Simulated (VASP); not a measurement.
Runs of VASP 6.6.1 on Pt. Symmetry: Fm-3m, No. 225, cubic system. The conventional cell has a = 3.922 Å, b = 3.922 Å, c = 3.922 Å, α = 90.00°, β = 90.00°, γ = 90.00°. Pt (site symmetry m-3m) has 12 Pt at 2.77 Å within 3.7 Å. 

```tsv
k mesh	gap on the mesh (eV)	pressure (GPa)
3 × 3 × 3	none	18.5
10 × 10 × 10	none	(a)
5 × 5 × 5	none	14.6
7 × 7 × 7	none	11.1
```

Alike in all rows: task single point; level PBE; potentials or basis VASP PAW PBE potentials, release 64 (Pt); no spin polarisation; cell as given; cutoff (eV) 520; smearing gaussian 0.1 eV.

**Question.** Estimate the missing entries.

**Answer.** (a) 9.7.

Caveats: some runs use coarse meshes; spin-orbit coupling is left out, which moves the levels of the heavy elements.

A k mesh can miss the band edges, and the runs leave out spin-orbit coupling on Pt.

A gap of «none» marks levels without a gap at the run's occupations.
